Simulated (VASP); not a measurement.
Input of a VASP 6.6.1 run:

The input INCAR:

```
SYSTEM = GaSb2
  PREC = Accurate
  ENCUT = 520
  EDIFF = 1E-7
  ISMEAR = 0
  SIGMA = 0.1
  LREAL = .False.
  LASPH = .True.
  NELM = 100
  ALGO = Normal
  ISIF = 2
  LWAVE = .False.
  LCHARG = .False.
  GGA = PE
  NBANDS = 18
```

The input KPOINTS:

```
Automatic mesh
0
Gamma
  6 6 4
  0 0 0
```

POSCAR

```
GaSb2
1.0
    5.2672205928      0.0000000000      0.0000000000
   -2.6336102964      4.5615468407      0.0000000000
    0.0000000000      0.0000000000      3.2871257246
Ga Sb
1 2
Direct
    0.0000000000      0.0000000000      0.0000000000
    0.3333333333      0.6666666667      0.5000000000
    0.6666666667      0.3333333333      0.5000000000
```

Potentials or basis: VASP PAW PBE potentials, release 64 (Ga_d, Sb).

Launch:

```bash
$ cat potpaw_PBE.64/Ga_d/POTCAR potpaw_PBE.64/Sb/POTCAR > POTCAR
$ mpirun -np 1 vasp_std > vasp.out
```

Task: Estimate the pressure.

Result: -0.2 GPa.

Task: Estimate the band gap on the k mesh.

Result: Zero (an odd number of electrons rules out a gap without spin polarisation).

Caveat: the k points lie up to 0.48 Å⁻¹ apart, too coarse for converged energies and pressures of a metal; spin-orbit coupling is left out, which moves the levels of the heavy elements; an odd number of electrons without spin polarisation forces a metal; a magnetic or distorted state may lie lower.
